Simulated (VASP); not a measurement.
The system is C.

```
CELL_PARAMETERS angstrom
0.00000 1.76286 1.76286
1.76286 0.00000 1.76286
1.76286 1.76286 0.00000
ATOMIC_POSITIONS crystal
C 0.50000 0.50000 0.50000
C 0.75000 0.75000 0.75000
```

This cell differs from its parent crystal: functional PBEsol, strained.

Base run:

| Quantity | Value |
| --- | --- |
| Program | VASP 6.6.1 |
| Functional | PBEsol |
| Potentials or basis | VASP PAW PBE potentials, release 64 (C_h) |
| Cutoff | 910 eV |
| k mesh | 12 × 12 × 12 |
| Occupations | gaussian, width 0.02 eV |
| Spin | no spin polarisation |

Its results: band gap on the k mesh 4.12 eV, indirect (least direct gap 5.64 eV); pressure 11.2 GPa.

Problem. The run is repeated on the same cell with these changes: potentials or basis from VASP PAW PBE potentials, release 64 (C_h) to VASP PAW PBE potentials, release 64 (C); cutoff from 910 eV to 520 eV; further incar settings from ALGO = Normal; EDIFF = 1e-06; NBANDS = 11 to ALGO = Normal; EDIFF = 1e-07; NBANDS = 11. What comes out?

Solution. Band gap on the k mesh 4.12 eV, indirect (least direct gap 5.64 eV); pressure 12.4 GPa.

Caveats: the PAW data sets were made with another functional, which shifts forces and pressure a little; the cutoff is under 1.25 times the usual one of these potentials, so pressure, stress and relaxed cells hold a basis-set (Pulay) error (some runs).

A k mesh can miss the band edges.
